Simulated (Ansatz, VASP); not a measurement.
## CoSi2 in VASP and in Ansatz

```
Co Si
1.0
     0.00000    2.66000    2.66000
     2.66000    0.00000    2.66000
     2.66000    2.66000    0.00000
Co Si
1 2
Direct
  0.00000 0.00000 0.00000
  0.25000 0.25000 0.25000
  0.75000 0.75000 0.75000
```

Alike in both runs: task single point; functional LDA; k mesh 6 × 6 × 6; occupations gaussian, width 0.1 eV; no spin polarisation.

|  | VASP | Ansatz |
| --- | --- | --- |
| version | VASP 6.6.1 | Ansatz 0.2.0 |
| potentials or method | VASP PAW LDA potentials, release 64 (Co, Si), cutoff 600 eV | scalar-relativistic, plane waves, PAW |
| valence electrons in the cell | 17 | 25 |

Ansatz gave:

- gap on the k mesh at the Fermi level (eV): none
- pressure (GPa): -4.9

Task: Which values does VASP return?

Result: gap on the k mesh at the Fermi level (eV): none; pressure (GPa): -4.8.

Ansatz warns that its potentials were made for another functional, while VASP's fit it. LDA's correlation is that of Perdew and Zunger in VASP and of Perdew and Wang (1992) in Ansatz. A gap of «none» marks a metal or a gap that the smearing closes. VASP's potentials hold 17 valence electrons a cell and Ansatz's 25, so a difference there can come from the potentials and not from the codes.
